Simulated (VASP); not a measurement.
Wanted: the native input for a VASP 6.6.1 run.

* Task: single point
* Functional: r2SCAN
* Potentials or basis: VASP PAW PBE potentials, release 64 (Si)
* Cutoff: 520 eV
* k mesh: 12 × 12 × 4
* Occupations: gaussian, width 0.05 eV
* Spin: no spin polarisation
* Dipole correction: no
* Further INCAR settings: ALGO = Normal; EDIFF = 1e-06; NBANDS = 16

Crystal: Si.

```xyz
4
Lattice="3.5254 0.0000 0.0000 -1.7627 3.0530 0.0000 0.0000 0.0000 5.8345" Properties=species:S:1:pos:R:3 pbc="T T T"
Si    0.0000    2.0354    0.3681
Si    1.7627    1.0177    3.2853
Si    0.0000    2.0354    2.5491
Si    1.7627    1.0177    5.4664
```

This cell differs from its parent crystal: strain -0.080 along x and y, -0.080 along z.

These files were run (other wordings do the same):

POSCAR

```
Si
1.0
    3.5253556905      0.0000000000      0.0000000000
   -1.7626778453      3.0530475854      0.0000000000
    0.0000000000      0.0000000000      5.8344743312
Si
4
Direct
    0.3333333333      0.6666666667      0.0630908785
    0.6666666667      0.3333333333      0.5630908785
    0.3333333333      0.6666666667      0.4369091215
    0.6666666667      0.3333333333      0.9369091215
```

INCAR.step1

```
  PREC = Accurate
  ENCUT = 520
  ISMEAR = 0
  SIGMA = 0.05
  LREAL = F
  LASPH = T
  NELM = 100
  NBANDS = 16
  GGA = PE
  ALGO = Normal
  EDIFF = 1E-4
  LWAVE = T
  LCHARG = F
```

INCAR.step2

```
  PREC = Accurate
  ENCUT = 520
  EDIFF = 1E-6
  ISMEAR = 0
  SIGMA = 0.05
  LREAL = F
  LASPH = T
  NELM = 100
  ALGO = Normal
  ISIF = 2
  LWAVE = F
  LCHARG = T
  METAGGA = R2SCAN
  LMIXTAU = T
  LELF = T
  LVHAR = T
  NBANDS = 16
  ISTART = 1
```

KPOINTS

```
regular mesh
0
Gamma
  12 12 4
```

Potentials or basis: VASP PAW PBE potentials, release 64 (Si).

Command:

```bash
$ cat potpaw_PBE.64/Si/POTCAR > POTCAR
$ cp INCAR.step1 INCAR
$ mpirun -np 1 vasp_std > vasp.out
$ cp INCAR.step2 INCAR
$ mpirun -np 1 vasp_std > vasp.out
```

Results of the run:

```json
{
 "Pressure": "39.8 GPa",
 "Largest force": "0.162 eV/Å",
 "Band gap on the k mesh": "zero (bands 8 and 9 overlap by 0.14 eV)"
}
```

Caveat: the cell differs from its parent crystal (strain -0.080 along x and y, -0.080 along z); the cell stands under pressure; semilocal functionals underestimate gaps, so a narrow gap can read as zero; the PAW data sets were made with another functional, which shifts forces and pressure a little.

Run time: 2.3 min on 1 thread of AMD EPYC 9R45 96-Core Processor (Zen 5) (shared host), peak memory 0.17 GiB.
